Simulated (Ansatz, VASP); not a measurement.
AgCl: VASP beside Ansatz

```
CELL_PARAMETERS angstrom
0.00000 2.74516 2.74516
2.74516 0.00000 2.74516
2.74516 2.74516 0.00000
ATOMIC_POSITIONS crystal
Ag 0.00000 0.00000 0.00000
Cl 0.50000 0.50000 0.50000
```

Alike in both runs: task single point; functional r2SCAN; k mesh 6 × 6 × 6; no spin polarisation.

|  | VASP | Ansatz |
| --- | --- | --- |
| version | VASP 6.6.1 | Ansatz 0.2.0 |
| potentials or method | VASP PAW PBE potentials, release 64 (Ag, Cl) | plane waves, PAW |
| plane-wave cutoff (eV) | 520 | 500 |
| occupations | gaussian, width 0.01 eV | fixed |
| valence electrons in the cell | 18 | 26 |

```tsv
	VASP	Ansatz	Ansatz less VASP
gap on the k mesh at the Fermi level (eV)	1.42	1.48	+0.053
pressure (GPa)	1.6	1.6	+0.07
```

VASP's potentials were made for PBE, not for r2SCAN. VASP's potentials hold 18 valence electrons a cell and Ansatz's 26, so a difference there can come from the potentials and not from the codes.
